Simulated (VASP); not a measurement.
The system is AgBr.

```
CELL_PARAMETERS angstrom
0.00000 2.87015 2.87015
2.87015 0.00000 2.87015
2.87015 2.87015 0.00000
ATOMIC_POSITIONS crystal
Ag 0.00000 0.00000 0.00000
Br 0.50000 0.50000 0.50000
```

| Property | Result |
| --- | --- |
| Program | VASP 6.6.1 |
| Task | relaxation of cell and atoms |
| Functional | PBE |
| Potentials or basis | VASP PAW PBE potentials, release 64 (Ag, Br) |
| Cutoff | 500 eV |
| k mesh | 9 × 9 × 9 |
| Occupations | fermi-dirac, width 0.02 eV |
| Spin | no spin polarisation |

At the start: pressure 2.3 GPa; volume 23.64 Å³/atom.

Q: Where does the relaxation end?

A: Over 3 steps the energy falls by 8.4 meV/atom and the volume is 24.89 Å³/atom (+5.3 %); space group Fm-3m (No. 225, to 0.05 Å).

The path:
| step | energy change (eV) | largest force (eV/Å) | pressure (GPa) | volume (Å³) |
| --- | --- | --- | --- | --- |
| 1 | 0.0000 | 0.0000 | 2.28 | 47.29 |
| 2 | -0.0167 | 0.0000 | 0.12 | 49.62 |
| 3 | -0.0168 | 0.0000 | 0.00 | 49.78 |

Final structure:
```
Ag Br
1.0
     0.00000    2.91967    2.91967
     2.91967    0.00000    2.91967
     2.91967    2.91967    0.00000
Ag Br
1 1
Cartesian
  0.0000 0.0000 0.0000
  2.9197 2.9197 2.9197
```
